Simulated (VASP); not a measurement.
A run of VASP 6.6.1 is set up as follows.

Contents of INCAR:

```
PREC     = Accurate       # precision mode
ENCUT    = 600            # plane-wave cutoff, eV
EDIFF    = 1E-7           # SCF threshold, eV
ISMEAR   = 0              # smearing method
SIGMA    = 0.1            # smearing width, eV
LREAL    = False          # projectors in reciprocal space
LASPH    = True           # aspherical terms in the spheres
NELM     = 60             # most SCF steps
ALGO     = Normal         # electronic algorithm
ISIF     = 3              # what is computed and relaxed
LWAVE    = False          # write WAVECAR
LCHARG   = False          # write CHGCAR
GGA      = PS             # functional
IBRION   = 2              # ionic algorithm
NSW      = 80             # ionic steps
EDIFFG   = -0.01          # ionic threshold
```

File KPOINTS:

```
Automatic mesh
0
Gamma
  12 12 12
```

Contents of POSCAR:

```
Sb2Pt
1.0
    0.0000000000      3.2793392673      3.2793392673
    3.2793392673      0.0000000000      3.2793392673
    3.2793392673      3.2793392673      0.0000000000
Sb Pt
2 1
Direct
    0.2500000000      0.2500000000      0.2500000000
    0.7500000000      0.7500000000      0.7500000000
    0.0000000000      0.0000000000      0.0000000000
```

Potentials or basis: VASP PAW PBE potentials, release 64 (Sb, Pt).

The run is started by

```console
$ cat potpaw_PBE.64/Sb/POTCAR potpaw_PBE.64/Pt/POTCAR > POTCAR
$ mpirun -np 1 vasp_std > vasp.out
```

Q: Estimate the space group after relaxing (to 0.1 Å).

A: Fm-3m (No. 225).

Q: Predict the band gap on the k mesh.

A: Zero (bands 10 and 11 overlap by 1.91 eV).

Q: Predict the relaxed volume.

A: 23.42 Å³/atom.

Q: Predict the relaxed cell.

A: a = 4.632 Å, b = 4.632 Å, c = 4.632 Å, α = 60.00°, β = 60.00°, γ = 60.00°.

Final structure:
```cif
data_structure
_symmetry_space_group_name_H-M 'P 1'
_symmetry_Int_Tables_number 1
_cell_length_a 4.6320
_cell_length_b 4.6320
_cell_length_c 4.6320
_cell_angle_alpha 60.000
_cell_angle_beta 60.000
_cell_angle_gamma 60.000
_cell_volume 70.27
loop_
_atom_site_label
_atom_site_type_symbol
_atom_site_fract_x
_atom_site_fract_y
_atom_site_fract_z
_atom_site_occupancy
Sb1 Sb 0.25000 0.25000 0.25000 1
Sb2 Sb 0.75000 0.75000 0.75000 1
Pt1 Pt 0.00000 0.00000 0.00000 1
```

Caveat: the PAW data sets were made with another functional, which shifts forces and pressure a little; spin-orbit coupling is left out, which moves the levels of the heavy elements.
